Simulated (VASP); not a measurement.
A run of VASP 6.6.1:

File INCAR:

```
PREC     = Accurate       # precision mode
ENCUT    = 520            # plane-wave cutoff, eV
EDIFF    = 1E-6           # SCF threshold, eV
ISMEAR   = 0              # smearing method
SIGMA    = 0.02           # smearing width, eV
LREAL    = False          # projectors in reciprocal space
LASPH    = True           # aspherical terms in the spheres
NELM     = 80             # most SCF steps
ALGO     = Normal         # electronic algorithm
ISIF     = 2              # what is computed and relaxed
LWAVE    = False          # write WAVECAR
LCHARG   = False          # write CHGCAR
GGA      = PE             # functional
NBANDS   = 26             # bands
```

The input KPOINTS:

```
regular mesh
0
Gamma
  9 9 4
```

Contents of POSCAR:

```
MgO
1.0
    3.2805263433      0.0000000000      0.0000000000
   -1.6402631717      2.8410191511      0.0000000000
    0.0000000000      0.0000000000     10.5138967343
Mg O
4 4
Direct
    0.3333333333      0.6666666667      0.9694906392
    0.0000000000      0.0000000000      0.2208211786
    0.0000000000      0.0000000000      0.7208211786
    0.6666666667      0.3333333333      0.4694906392
    0.3333333333      0.6666666667      0.7800420079
    0.0000000000      0.0000000000      0.5296443544
    0.0000000000      0.0000000000      0.0296443544
    0.6666666667      0.3333333333      0.2800420079
```

Potentials or basis: VASP PAW PBE potentials, release 64 (Mg, O).

Command:

```sh
$ cat potpaw_PBE.64/Mg/POTCAR potpaw_PBE.64/O/POTCAR > POTCAR
$ mpirun -np 1 vasp_std > vasp.out
```

Hardware: 1 thread of Intel(R) Xeon(R) Platinum 8259CL CPU @ 2.50GHz (Skylake/Cascade Lake) (shared host).

Problem. How long does it take, and how much memory?

Solution. It took 71 s on 1 thread of Intel(R) Xeon(R) Platinum 8259CL CPU @ 2.50GHz (Skylake/Cascade Lake), on a shared host, peak memory 0.24 GiB. Counts: scf iterations 14, k points 36.
